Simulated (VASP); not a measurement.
Write the native input for VASP 6.6.1 that does the following.

```
Task                   : single point
Functional             : LDA
Potentials or basis    : VASP PAW PBE potentials, release 64 (Gd, O)
Cutoff                 : 520 eV
k mesh                 : 9 × 9 × 9
Occupations            : fermi-dirac, width 0.05 eV
Spin                   : collinear spin, ferromagnetic start
Starting moments       : [7.0, 0.0] μB
Hubbard terms          : Gd f U = 5.0 eV
Dipole correction      : no
Further INCAR settings : ALGO = Normal; EDIFF = 1e-06; NBANDS = 23
```

The structure of GdO lies in POSCAR:

```
GdO
1.0
    0.0000000000      2.7000000000      2.7000000000
    2.7000000000      0.0000000000      2.7000000000
    2.7000000000      2.7000000000      0.0000000000
Gd O
1 1
Direct
    0.0000000000      0.0000000000      0.0000000000
    0.2500000000      0.2500000000      0.2500000000
```

One way to write it, as run:

INCAR

```
ALGO = Normal ; EDIFF = 1E-6
ENCUT = 520 ; GGA = CA
ISIF = 2 ; ISMEAR = -1
ISPIN = 2 ; LASPH = T
LCHARG = F ; LDAU = T
LDAUJ = 0 0 ; LDAUL = 3 -1
LDAUPRINT = 1 ; LDAUTYPE = 2
LDAUU = 5 0 ; LMAXMIX = 6
LORBIT = 11 ; LREAL = F
LWAVE = F ; MAGMOM = 7 0
NBANDS = 23 ; NELM = 150
PREC = Accurate ; SIGMA = 0.05
```

KPOINTS

```
k-points
0
Gamma
  9 9 9
```

Potentials or basis: VASP PAW PBE potentials, release 64 (Gd, O).

Run with:

```bash
$ cat potpaw_PBE.64/Gd/POTCAR potpaw_PBE.64/O/POTCAR > POTCAR
$ mpirun -np 1 vasp_std > vasp.out
```

It gave:

```
Pressure                                              : -6.6 GPa
Net moment                                            : 7.83 μB per cell
Site moments                                          : Gd +7.08; O -0.00 μB
Valence electrons inside the program's atomic spheres : Gd 15.13; O 4.96
```

Caveat: the cell stands under tension; the PAW data sets were made with another functional, which shifts forces and pressure a little; a cell with one magnetic atom can't hold antiferromagnetic order, which such compounds often take.

It took 34 s on 1 thread of Intel(R) Xeon(R) 6975P-C (Granite Rapids) (shared host), peak memory 0.19 GiB.
